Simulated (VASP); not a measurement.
A run of VASP 6.6.1:

The input POSCAR:

```
ZrS
1.0
    0.0000000000      2.5200000000      2.4150000000
    2.5200000000      0.0000000000      2.4150000000
    2.5200000000      2.5200000000      0.0000000000
Zr S
1 1
Direct
    0.0000000000      0.0000000000      0.0000000000
    0.5000000000      0.5000000000      0.5000000000
```

File INCAR.step1:

```
SYSTEM = ZrS
PREC = Accurate ; ENCUT = 520
ISMEAR = 0 ; SIGMA = 0.15
LREAL = .False. ; LASPH = .True.
NELM = 60 ; NBANDS = 16
GGA = PE ; ALGO = Normal
EDIFF = 1E-4 ; LWAVE = .True.
LCHARG = .False.
```

File INCAR.step2:

```
SYSTEM = ZrS
PREC = Accurate ; ENCUT = 520
EDIFF = 1E-7 ; ISMEAR = 0
SIGMA = 0.15 ; LREAL = .False.
LASPH = .True. ; NELM = 60
ALGO = Normal ; ISIF = 2
LWAVE = .False. ; LCHARG = .False.
METAGGA = R2SCAN ; LMIXTAU = .True.
NBANDS = 16 ; ISTART = 1
```

File KPOINTS:

```
regular mesh
0
Gamma
  16 16 16
  0 0 0
```

Potentials or basis: VASP PAW PBE potentials, release 64 (Zr_sv, S).

Command:

```sh
$ cat potpaw_PBE.64/Zr_sv/POTCAR potpaw_PBE.64/S/POTCAR > POTCAR
$ cp INCAR.step1 INCAR
$ mpirun -np 1 vasp_std > vasp.out
$ cp INCAR.step2 INCAR
$ mpirun -np 1 vasp_std > vasp.out
```

Hardware: 1 thread of Intel(R) Xeon(R) Platinum 8488C (Sapphire Rapids), on a shared host.

Problem. Estimate the wall time of this run.

Solution. Wall time 8.2 min on 1 thread of Intel(R) Xeon(R) Platinum 8488C (Sapphire Rapids) (shared host), peak memory 0.29 GiB. Counts: k points 349.
